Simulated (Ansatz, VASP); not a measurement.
Al2Au in VASP and in Ansatz

```
CELL_PARAMETERS angstrom
0.00000 3.00000 3.00000
3.00000 0.00000 3.00000
3.00000 3.00000 0.00000
ATOMIC_POSITIONS crystal
Al 0.25000 0.25000 0.25000
Al 0.68761 0.76721 0.78700
Au 0.00000 0.00000 0.00000
```

Change from the starting cell: one atom moved.

Alike in both runs: task single point; functional PBE; k mesh 10 × 10 × 10; occupations gaussian, width 0.1 eV; no spin polarisation.

|  | VASP | Ansatz |
| --- | --- | --- |
| version | VASP 6.6.1 | Ansatz 0.2.0 |
| potentials or method | VASP PAW PBE potentials, release 64 (Al, Au), cutoff 520 eV | scalar-relativistic, plane waves, PAW |
| valence electrons in the cell | 17 | 25 |

Ansatz gave:

- gap on the k mesh at the Fermi level (eV): none
- pressure (GPa): 5.1
- traceless stress, the component that is largest in VASP (GPa): 4.04
- rms of the force components (eV/Å): 0.756

Which values does VASP return?

gap on the k mesh at the Fermi level (eV): none; pressure (GPa): 4.9; traceless stress, the component that is largest in VASP (GPa): 4.02; rms of the force components (eV/Å): 0.754.

Atom by atom the forces differ by 0.002 eV/Å (rms over components). A gap of «none» marks a metal or a gap that the smearing closes. With one functional, cell and mesh, what is left measures potentials, basis and numerics. VASP's potentials hold 17 valence electrons a cell and Ansatz's 25, so a difference there can come from the potentials and not from the codes.

Spin-orbit coupling is off throughout.
